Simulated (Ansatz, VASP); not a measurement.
## WSe2: VASP beside Ansatz

```xyz
6
Lattice="3.2486 0.0000 0.0000 -1.6243 2.8134 0.0000 0.0000 0.0000 23.6283" Properties=species:S:1:pos:R:3 pbc="T T T"
W     1.1958    0.9378    3.2009
W     0.3946    1.8756   20.4275
Se   -0.3600    1.8756    4.8648
Se    2.0123    0.9378   22.0951
Se   -0.3491    1.8756    1.5332
Se    2.0243    0.9378   18.7635
```

Change from the starting cell: mode 4 frozen in at -0.400 Å and mode 11 at -0.040 Å (largest displacements).

Alike in both runs: task single point; functional LDA; k mesh 9 × 9 × 2; occupations gaussian, width 0.05 eV; no spin polarisation.

```csv
,VASP,Ansatz
version,VASP 6.6.1,Ansatz 0.2.0
potentials or method,"VASP PAW LDA potentials, release 64 (W_sv, Se), cutoff 520 eV","scalar-relativistic, plane waves, PAW"
valence electrons in the cell,52,92
```

```csv
,VASP,Ansatz,Ansatz less VASP
gap on the k mesh at the Fermi level (eV),1.31,1.32,+0.009
least direct gap on the mesh (eV),1.70,1.69,-0.003
rms of the force components (eV/Å),0.426,0.421,-0.0050
```

Ansatz warns that its potentials were made for another functional, while VASP's fit it. LDA's correlation is that of Perdew and Zunger in VASP and of Perdew and Wang (1992) in Ansatz. Atom by atom the forces differ by 0.049 eV/Å (rms over components). VASP's potentials hold 52 valence electrons a cell and Ansatz's 92, so a difference there can come from the potentials and not from the codes. Ansatz's warnings: xc potential rough in thin density.

Neither program's run includes spin-orbit coupling.
